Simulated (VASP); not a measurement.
# Pb (Fm-3m) in VASP: a series of runs

The runs below take Pb through single point, with r2SCAN50.

Everything below comes from runs of VASP 6.6.1. Logs are shortened: lines on timing, memory, paths and dates and some standing lists are left out, and cuts for length are marked.

## 1. The cell of the first run

It takes space group Fm-3m (No. 225, cubic). Conventional cell: a = 4.849 Å, b = 4.849 Å, c = 4.849 Å, α = 90.00°, β = 90.00°, γ = 90.00°. Pb (site symmetry m-3m) has 12 Pb at 3.43 Å within 4.5 Å.

## 2. Single point, r2SCAN50

The input, POSCAR:

```
Pb
1.0
    0.0000000000      2.4244952108      2.4244952108
    2.4244952108      0.0000000000      2.4244952108
    2.4244952108      2.4244952108      0.0000000000
Pb
1
Direct
    0.0000000000      0.0000000000      0.0000000000
```

The input, INCAR.step1:

```
SYSTEM = Pb
PREC = Accurate
ENCUT = 520
EDIFF = 1E-5
ISMEAR = -1
SIGMA = 0.05
LREAL = .False.
LASPH = .True.
NELM = 60
ALGO = Normal
ISIF = 2
LWAVE = .True.
GGA = PE
NBANDS = 13
```

The input, INCAR.step2:

```
SYSTEM = Pb
PREC = Accurate
ENCUT = 520
EDIFF = 1E-7
ISMEAR = -1
SIGMA = 0.05
LREAL = .False.
LASPH = .True.
NELM = 60
ALGO = Normal
ISIF = 2
LWAVE = .False.
LCHARG = .True.
METAGGA = R2SCAN
LHFCALC = .True.
AEXX = 0.5
LMIXTAU = .True.
PRECFOCK = Normal
LELF = .True.
LVHAR = .True.
ISTART = 1
NBANDS = 13
```

The input, KPOINTS:

```
regular mesh
0
Gamma
  5 5 5
  0 0 0
```

Potentials or basis: VASP PAW PBE potentials, release 64 (Pb_d).

Started as:

```bash
> cat potpaw_PBE.64/Pb_d/POTCAR > POTCAR
> cp INCAR.step1 INCAR
> mpirun -np 1 vasp_std > vasp.out
> cp INCAR.step2 INCAR
> mpirun -np 1 vasp_std > vasp.out
```

OUTCAR:

```text
SYSTEM = Pb
   PREC = Accurate
   ENCUT = 520
   EDIFF = 1E-7
   ISMEAR = -1
   LREAL = .False.
   LASPH = .True.
   NELM = 60
   ISIF = 2
   METAGGA = R2SCAN
   LHFCALC = .True.
   AEXX = 0.5
   PRECFOCK = Normal
   ISTART = 1

 ion  position               nearest neighbor table
   1  0.000  0.000  0.000-

  LATTYP: Found a face centered cubic cell.
 ALAT       =     4.8489904216

  Lattice vectors:

 A1 = (   0.0000000000,   2.4244952108,   2.4244952108)
 A2 = (   2.4244952108,   0.0000000000,   2.4244952108)
 A3 = (   2.4244952108,   2.4244952108,   0.0000000000)

Analysis of symmetry for initial positions (statically):
=====================================================================
 Subroutine PRICEL returns:
 Original cell was already a primitive cell.

 Routine SETGRP: Setting up the symmetry group for a
 face centered cubic supercell.

 Subroutine GETGRP returns: Found 48 space group operations
 (whereof 48 operations were pure point group operations)
 out of a pool of 48 trial point group operations.

The static configuration has the point symmetry O_h .

Analysis of symmetry for dynamics (positions and initial velocities):
=====================================================================
 Subroutine PRICEL returns:
 Original cell was already a primitive cell.

 Routine SETGRP: Setting up the symmetry group for a
 face centered cubic supercell.

 Subroutine GETGRP returns: Found 48 space group operations
 (whereof 48 operations were pure point group operations)
 out of a pool of 48 trial point group operations.

The dynamic configuration has the point symmetry O_h .

 Subroutine INISYM returns: Found 48 space group operations
 (whereof 48 operations are pure point group operations),
 and found     1 'primitive' translations

----------------------------------------------------------------------------------------

                                     Primitive cell

  volume of cell :      28.5032

  direct lattice vectors                    reciprocal lattice vectors
     0.000000000  2.424495211  2.424495211    -0.206228496  0.206228496  0.206228496
     2.424495211  0.000000000  2.424495211     0.206228496 -0.206228496  0.206228496
     2.424495211  2.424495211  0.000000000     0.206228496  0.206228496 -0.206228496

  length of vectors
     3.428754009  3.428754009  3.428754009     0.357198232  0.357198232  0.357198232

  position of ions in fractional coordinates (direct lattice)
     0.000000000  0.000000000  0.000000000

  ion indices of the primitive-cell ions
   primitive index   ion index
                 1           1

----------------------------------------------------------------------------------------

 KPOINTS: regular mesh

Automatic generation of k-mesh.
 Grid dimensions read from file:
 generate k-points for:    5    5    5

 Generating k-lattice:

  Cartesian coordinates                     Fractional coordinates (reciprocal lattice)
    -0.041245699  0.041245699  0.041245699     0.200000000  0.000000000  0.000000000
     0.041245699 -0.041245699  0.041245699     0.000000000  0.200000000  0.000000000
     0.041245699  0.041245699 -0.041245699     0.000000000  0.000000000  0.200000000

  Length of vectors
     0.071439646  0.071439646  0.071439646

  Shift w.r.t. Gamma in fractional coordinates (k-lattice)
     0.000000000  0.000000000  0.000000000

 Subroutine IBZKPT returns following result:
 ===========================================

 Found     10 irreducible k-points:

 Following reciprocal coordinates:
            Coordinates               Weight
  0.000000  0.000000  0.000000      1.000000
  0.200000  0.000000  0.000000      8.000000
  0.400000  0.000000  0.000000      8.000000
  0.200000  0.200000  0.000000      6.000000
  0.400000  0.200000  0.000000     24.000000
 -0.400000  0.200000  0.000000     24.000000
 -0.200000  0.200000  0.000000     12.000000
  0.400000  0.400000  0.000000      6.000000
 -0.400000  0.400000  0.000000     12.000000
 -0.400000  0.400000  0.200000     24.000000
   k-points           NKPTS =     10   k-points in BZ     NKDIM =    125   number of bands    NBANDS=     13
   number of dos      NEDOS =    301   number of ions     NIONS =      1
   total plane-waves  NPLWV =  21952
   dimension x,y,z NGX =    28 NGY =   28 NGZ =   28
   dimension x,y,z NGXF=    56 NGYF=   56 NGZF=   56
   ions per type =               1
   NGX,Y,Z   is equivalent  to a cutoff of  13.58, 13.58, 13.58 a.u.
   NGXF,Y,Z  is equivalent  to a cutoff of  27.15, 27.15, 27.15 a.u.
 SYSTEM =  Pb
   PREC   = accura    normal or accurate (medium, high low for compatibility)
   ISTART =      1    job   : 0-new  1-cont  2-samecut
   ICHARG =      0    charge: 1-file 2-atom 10-const
   ISPIN  =      1    spin polarized calculation?
   LNONCOLLINEAR =      F non collinear calculations
   LSORBIT =      F    spin-orbit coupling
   LASPH  =      T    aspherical Exc in radial PAW
   ENCUT  =  520.0 eV  38.22 Ry    6.18 a.u.   6.38  6.38  6.38*2*pi/ulx,y,z
   NELM   =     60;   NELMIN=  2; NELMDL=  0     # of ELM steps
   EDIFF  = 0.1E-06   stopping-criterion for ELM
   LREAL  =      F    real-space projection
   EDIFFG = 0.1E-05   stopping-criterion for IOM
   NSW    =      0    number of steps for IOM
   IBRION =     -1    ionic relax: 0-MD 1-quasi-New 2-CG
   NFREE  =      0    steps in history (QN), initial steepest desc. (CG)
   ISIF   =      2    stress and relaxation
   ISYM   =      3    0-nonsym 1-usesym 2-fastsym
   POTIM  = 0.5000    time-step for ionic-motion
   TEBEG  =    0.0;   TEEND  =   0.0 temperature during run
   PSTRESS=    0.0 pullay stress
   NELECT =      14.0000    total number of electrons
   NUPDOWN=      -1.0000    fix difference up-down
   EMIN   =  10.00;   EMAX   =-10.00  energy-range for DOS
   EFERMI =   0.00;   METHOD = LEGACY
   ISMEAR =    -1;   SIGMA  =   0.05  broadening in eV -4-tet -1-fermi 0-gaus
   EFERMI_NEDOS =   21; number of points for ismear=-14 and -15
   IALGO  =     38    algorithm
   IMIX   =      1    mixing-type and parameters
     AMIX     =   0.40;   BMIX     =  1.00
     AMIX_MAG =   1.60;   BMIX_MAG =  1.00
  volume/ion in A,a.u.               =      28.50       192.35
  Fermi-wavevector in a.u.,A,eV,Ry     =   1.291674  2.440910 22.700248  1.668421
  Thomas-Fermi vector in A             =   2.423429
   LORBIT       =      0    0 simple, 1 ext, 2 COOP (PROOUT), +10 PAW based schemes
   METAGGA = R2SCAN    functional components
   LHFCALC =     T    Hartree Fock is set to
   PRECFOCK=normal    Normal, Fast or Accurate (Low or Medium for compatibility)
   ENCUT4O =  -1.0   cutoff for four orbital integrals eV
   NKREDX  =     1    reduce k-point grid by
   NKREDY  =     1    reduce k-point grid by
   NKREDZ  =     1    reduce k-point grid by
   AEXX    =    0.5000 exact exchange contribution
   HFSCREEN=    0.0000 screening length (either q_TF or 0.3 A-1)
   HFSCREENC=   0.0000 screening length for correlation (either q_TF or 0.3 A-1)
   ENCUTFOCK=  -1.0 apply spherical cutoff to Coloumb kernel
   IVDW    =     0    specifies the selected vdW correction
   LEPSILON=     F    determine dielectric tensor
   LRPA    =     F    only Hartree local field effects (RPA)
 non-spin polarized calculation
  energy-cutoff  :      520.00
  volume of cell :       28.50
 maximum number of plane-waves:       785
 NGX is ok and might be reduce to    28
  NGX = 20; NGY = 20; NGZ = 20

 number of electron      14.0000001 magnetization

 Free energy of the ion-electron system (eV)
  ---------------------------------------------------
  ext. energy  EPLUGINS =         0.00000000
  ---------------------------------------------------
  free energy    TOTEN  =       -32.65323713 eV

  energy without entropy =      -32.64053510  energy(sigma->0) =      -32.64688612

 E-fermi :   7.1041     XC(G=0):  -6.3604

 val. band max:        7.0785368512   @ k =  -0.4000   0.4000   0.2000
 cond. band min:       8.9872306799   @ k =  -0.2000   0.2000   0.0000
 fundamental gap:      1.9086938288
 Fermi energy:         7.1040781405

 k-point     1 :       0.0000    0.0000    0.0000
  band No.  band energies     occupation
      1     -14.2423      2.00000
      2     -14.2423      2.00000
      3     -14.2423      2.00000
      4     -14.0472      2.00000
      5     -14.0472      2.00000
      6      -8.3026      2.00000
      7      18.2559      0.00000
      8      18.2559      0.00000
      9      18.2559      0.00000
     10      20.1617      0.00000
     11      22.8464      0.00000
     12      23.4068      0.00000
     13      23.4068      0.00000

 k-point     2 :       0.2000    0.0000    0.0000
  band No.  band energies     occupation
      1     -14.2559      2.00000
      2     -14.1955      2.00000
      3     -14.1955      2.00000
      4     -14.0306      2.00000
      5     -14.0306      2.00000
      6      -7.2652      2.00000
      7      11.6401      0.00000
      8      17.2722      0.00000
      9      17.2722      0.00000
     10      19.5546      0.00000
     11      23.0981      0.00000
     12      23.8596      0.00000
     13      23.8596      0.00000

 k-point     3 :       0.4000    0.0000    0.0000
  band No.  band energies     occupation
      1     -14.2990      2.00000
      2     -14.2193      2.00000
      3     -14.2193      2.00000
      4     -13.9001      2.00000
      5     -13.9001      2.00000
      6      -4.2590      2.00000
      7       2.9596      2.00000
      8      16.1125      0.00000
      9      16.1125      0.00000
     10      19.4685      0.00000
     11      20.7737      0.00000
     12      22.1097      0.00000
     13      22.1097      0.00000
[... 81 lines left out ...]
 k-point     9 :      -0.4000    0.4000    0.0000
  band No.  band energies     occupation
      1     -14.3963      2.00000
      2     -14.2706      2.00000
      3     -13.9379      2.00000
      4     -13.9265      2.00000
      5     -13.8633      2.00000
      6      -0.8832      2.00000
      7       3.3451      2.00000
      8       6.2847      2.00000
      9      12.0023      0.00000
     10      16.1543      0.00000
     11      20.6285      0.00000
     12      28.2944      0.00000
     13      29.4029      0.00000

 k-point    10 :      -0.4000    0.4000    0.2000
  band No.  band energies     occupation
      1     -14.2614      2.00000
      2     -14.2422      2.00000
      3     -14.0925      2.00000
      4     -13.9596      2.00000
      5     -13.8729      2.00000
      6      -1.9161      2.00000
      7       4.7404      2.00000
      8       7.0785      1.25000
      9      10.4924      0.00000
     10      20.5618      0.00000
     11      21.5439      0.00000
     12      23.3155      0.00000
     13      27.6505      0.00000

------------------------ aborting loop because EDIFF is reached ----------------------------------------

  FORCE on cell =-STRESS in cart. coord.  units (eV):
  Direction    XX          YY          ZZ          XY          YZ          ZX
  --------------------------------------------------------------------------------------
  -------------------------------------------------------------------------------------
  Total        0.4195604      0.4195604      0.4195604      0.0000000     -0.0000000     -0.0000000
  in kB       23.5836511     23.5836511     23.5836511      0.0000000     -0.0000000     -0.0000000
  external PRESSURE =      23.5836511 kB  Pullay stress =       0.0000000 kB

 VOLUME and BASIS-vectors are now :
 -----------------------------------------------------------------------------
  energy-cutoff  :      520.00
  volume of cell :       28.50
      direct lattice vectors                 reciprocal lattice vectors
     0.000000000  2.424495211  2.424495211    -0.206228496  0.206228496  0.206228496
     2.424495211  0.000000000  2.424495211     0.206228496 -0.206228496  0.206228496
     2.424495211  2.424495211  0.000000000     0.206228496  0.206228496 -0.206228496

 POSITION                                       TOTAL-FORCE (eV/Angst)
 -----------------------------------------------------------------------------------
      0.00000      0.00000      0.00000         0.000000     -0.000000     -0.000000
 -----------------------------------------------------------------------------------
    total drift:                                0.000000     -0.000000      0.000000

  FREE ENERGIE OF THE ION-ELECTRON SYSTEM (eV)
  ---------------------------------------------------
  free  energy   TOTEN  =       -32.6532371295 eV

  energy  without entropy=      -32.6405351030  energy(sigma->0) =      -32.64688612
```

It took 9.2 min on 1 thread of AMD EPYC 7R43 (Zen 3), shared host; peak memory 0.14 GiB.

What came out:

```
Free energy            : -32.6532 eV
Pressure               : 2.4 GPa
Band gap on the k mesh : zero (bands 7 and 8 overlap by 11.97 eV)
```

Caveat: the k points lie up to 0.45 Å⁻¹ apart, too coarse for converged energies and pressures of a metal; the PAW data sets were made with another functional, which shifts forces and pressure a little; spin-orbit coupling is left out, which moves the levels of the heavy elements.

(Continued in part 2 of 2.)

The gap in the log of VASP goes by the Fermi energy; the results here count the filled bands.